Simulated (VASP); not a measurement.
Crystal: Sr2H3I.

```
CELL_PARAMETERS angstrom
4.24273 0.00000 0.00000
-2.12136 3.67431 0.00000
0.00000 0.00000 7.68275
ATOMIC_POSITIONS crystal
Sr 0.66667 0.33333 0.67866
Sr 0.33333 0.66667 0.32134
H 0.00000 0.00000 0.50000
H 0.66667 0.33333 0.35725
H 0.33333 0.66667 0.64275
I 0.00000 0.00000 0.00000
```

```yaml
Program: VASP 6.6.1
Task: relaxation of cell and atoms
Functional: PBEsol
Potentials_or_basis: VASP PAW PBE potentials, release 64 (Sr_sv, H, I)
Cutoff: 600 eV
k_mesh: 6 × 6 × 4
Occupations: gaussian, width 0.02 eV
Spin: no spin polarisation
```

At the start: pressure -1.6 GPa; volume 19.96 Å³/atom.

Q: Where does the relaxation end?

A: Over 10 steps the energy falls by 5.1 meV/atom and the volume is 18.98 Å³/atom (-4.9 %); space group P-3m1 (No. 164, to 0.05 Å).

Step by step:
| step | energy change (eV) | largest force (eV/Å) | pressure (GPa) | volume (Å³) |
| --- | --- | --- | --- | --- |
| 1 | 0.0000 | 0.0207 | -1.61 | 119.77 |
| 2 | -0.0248 | 0.0549 | -0.66 | 116.32 |
| 3 | -0.0293 | 0.0806 | -0.02 | 114.30 |
| 4 | -0.0293 | 0.0819 | 0.00 | 114.19 |
| 5 | -0.0299 | 0.0433 | 0.00 | 114.13 |
| 6 | -0.0302 | 0.0186 | 0.00 | 114.04 |
| 7 | -0.0303 | 0.0170 | 0.00 | 114.04 |
| 8 | -0.0304 | 0.0127 | -0.01 | 114.05 |
| 9 | -0.0305 | 0.0080 | -0.01 | 114.00 |
| 10 | -0.0305 | 0.0031 | 0.03 | 113.88 |

Final structure:
```
Sr H I
1.0
     4.17872    0.00000    0.00000
    -2.08936    3.61888    0.00000
     0.00000    0.00000    7.53091
Sr H I
2 3 1
Cartesian
  2.0894 1.2063 5.1222
  0.0000 2.4126 2.4087
  4.1787 0.0000 3.7655
  2.0894 1.2063 2.6779
  0.0000 2.4126 4.8530
  4.1787 0.0000 0.0000
```

Caveat: the PAW data sets were made with another functional, which shifts forces and pressure a little.
